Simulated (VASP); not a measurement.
Write the native input for VASP 6.6.1 that does the following.

```
Task                   : single point
Functional             : PBE
Dispersion             : D3(BJ)
Potentials or basis    : VASP PAW PBE potentials, release 64 (C, H)
Cutoff                 : 520 eV
k mesh                 : 1 × 1 × 1
Occupations            : fermi-dirac, width 0.05 eV
Spin                   : no spin polarisation
Dipole correction      : no
Further INCAR settings : LREAL = Auto; ALGO = Normal; EDIFF = 1e-06; NBANDS = 58
```

The structure of H4C lies in POSCAR:

```
H4C
1.0
    7.9581140000      0.0000000000      0.0000000000
    0.0000000000      7.9581140000      0.0000000000
    0.0000000000      0.0000000000      7.9581140000
C H
8 32
Direct
    0.3840859782      0.8013582113      0.7351741883
    1.0188720594      0.0718763265      0.8024263035
    0.6458565434      0.6604077298      0.0919438952
    0.3367883395      0.4766958604      0.3978203881
    0.1441798899      0.8792786834      0.2094843075
    0.8934905934      0.5290575129      0.5930550882
    0.4429064474      0.2079261493      0.9570358002
    0.7777093919      0.0961283038      0.3311965624
    0.4486992772      0.6956547745      0.6867456284
    0.4669196747      0.9063705295      0.7412811628
    0.3278917593      0.7563601125      0.8490328236
    0.2882969508      0.8391561116      0.6563112818
    1.1163574686      0.1599248264      0.8390807169
    1.0379092333     -0.0546486265      0.8498244685
    1.0258083762      0.0728438924      0.6647554936
    0.8953126331      0.1279448874      0.8337276898
    0.6672937834      0.5305528420      0.0934392244
    0.6459947671      0.7057325391      0.2173379271
    0.5120685630      0.6734384554      0.0480390203
    0.7300222138      0.7236387918      0.0122767781
    0.2208186513      0.4082499949      0.4080489422
    0.4516522382      0.4211299310      0.4603603316
    0.3237324823      0.5972269309      0.4558492125
    0.3797130828      0.4950670473      0.2614815520
    0.0684207339      0.7765533391      0.2651507631
    0.2688702373      0.8321946632      0.1855464750
    0.1294904798      0.9932629766      0.2773521465
    0.0864652102      0.8998614496      0.0917177110
    0.7705594567      0.5336565925      0.5199221826
    0.9399965871      0.6545395052      0.6319839098
    0.9972714641      0.4834688219      0.5124204051
    0.8833876971      0.4274128267      0.6916714186
    0.3647472253      0.1091590294      1.0239863365
    0.3957344667      0.3310583387      0.9857988966
    0.4479578956      0.2088560179      0.8172036741
    0.5713665323      0.2025605564      1.0044339651
    0.8667757210      0.1946064105      0.3384470240
    0.7743166283      0.0252823722      0.4468269743
    0.8177942663      0.0110201990      0.2282324681
    0.6513854916      0.1528879833      0.3031120188
```

The input as run:

INCAR

```
ALGO = Normal ; EDIFF = 1E-6
ENCUT = 520 ; GGA = PE
ISIF = 2 ; ISMEAR = -1
IVDW = 12 ; LASPH = True
LCHARG = False ; LREAL = Auto
LWAVE = False ; NBANDS = 58
NELM = 60 ; PREC = Accurate
SIGMA = 0.05
```

KPOINTS

```
k-points
0
Gamma
  1 1 1
```

Potentials or basis: VASP PAW PBE potentials, release 64 (C, H).

Launch:

```console
$ cat potpaw_PBE.64/C/POTCAR potpaw_PBE.64/H/POTCAR > POTCAR
$ mpirun -np 1 vasp_gam > vasp.out
```

Results of the run:

```
Pressure                   : 0.8 GPa
Largest force              : 2.761 eV/Å
Band gap on the k mesh     : 7.05 eV
Dispersion energy per atom : -0.026 eV
```

Caveat: the k points lie up to 0.79 Å⁻¹ apart; the atoms stand as in a frame of molecular dynamics.

Run time: 54 s on 1 thread of AMD EPYC 7R13 Processor (Zen 3), with other jobs on the host, peak memory 0.47 GiB.
